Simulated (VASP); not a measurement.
Set up this calculation in VASP 6.6.1, as the native input.

- Task: single point
- Functional: r2SCAN
- Potentials or basis: VASP PAW PBE potentials, release 64 (Si, O)
- Cutoff: 660 eV
- k mesh: 6 × 6 × 4
- Occupations: gaussian, width 0.02 eV
- Spin: no spin polarisation
- Dipole correction: no
- Further INCAR settings: ALGO = Normal; EDIFF = 1e-06; NBANDS = 34

The system is SiO2.

```xyz
9
Lattice="5.0585 0.0000 0.0000 -2.5293 4.3808 0.0000 0.0000 0.0000 5.5417" Properties=species:S:1:pos:R:3 pbc="T T T"
Si    1.2646    2.1904    1.8472
Si   -1.2646    2.1904    3.6945
Si    2.5293    0.0000    0.0000
O    -0.9495    3.4687    4.6181
O     1.5798    0.9121    0.9236
O     0.0000    1.8242    2.7709
O     3.4787    0.9121    4.6181
O     0.9495    3.4687    0.9236
O     2.5293    2.5566    2.7709
```

These files were run (other wordings do the same):

POSCAR

```
SiO2
1.0
    5.0585128880      0.0000000000      0.0000000000
   -2.5292564440      4.3808006664      0.0000000000
    0.0000000000      0.0000000000      5.5417196893
Si O
3 6
Direct
    0.5000000000      0.5000000000      0.3333333333
    0.0000000000      0.5000000000      0.6666666667
    0.5000000000      0.0000000000      0.0000000000
    0.2081992188      0.7918007812      0.8333333333
    0.4163984376      0.2081992188      0.1666666667
    0.2081992188      0.4163984376      0.5000000000
    0.7918007812      0.2081992188      0.8333333333
    0.5836015624      0.7918007812      0.1666666667
    0.7918007812      0.5836015624      0.5000000000
```

INCAR.step1

```
SYSTEM = SiO2
PREC = Accurate
ENCUT = 660
ISMEAR = 0
SIGMA = 0.02
LREAL = .False.
LASPH = .True.
NELM = 120
NBANDS = 34
GGA = PE
ALGO = Normal
EDIFF = 1E-5
LWAVE = .True.
LCHARG = .False.
GGA_COMPAT = .False.
```

INCAR.step2

```
SYSTEM = SiO2
PREC = Accurate
ENCUT = 660
EDIFF = 1E-6
ISMEAR = 0
SIGMA = 0.02
LREAL = .False.
LASPH = .True.
NELM = 120
ALGO = Normal
ISIF = 2
LWAVE = .False.
LCHARG = .False.
METAGGA = R2SCAN
LMIXTAU = .True.
NBANDS = 34
ISTART = 1
GGA_COMPAT = .False.
```

KPOINTS

```
Automatic mesh
0
Gamma
  6 6 4
  0 0 0
```

Potentials or basis: VASP PAW PBE potentials, release 64 (Si, O).

The run is started by

```bash
$ cat potpaw_PBE.64/Si/POTCAR potpaw_PBE.64/O/POTCAR > POTCAR
$ cp INCAR.step1 INCAR
$ mpirun -np 1 vasp_std > vasp.out
$ cp INCAR.step2 INCAR
$ mpirun -np 1 vasp_std > vasp.out
```

Results of the run:

- Pressure: -0.1 GPa
- Largest force: 0.020 eV/Å
- Band gap on the k mesh: 6.30 eV (least direct gap 6.49 eV)

Caveat: the PAW data sets were made with another functional, which shifts forces and pressure a little.

Wall time 3.5 min on 1 thread of Intel(R) Xeon(R) 6975P-C (Granite Rapids), with other jobs on the host, peak memory 0.35 GiB.
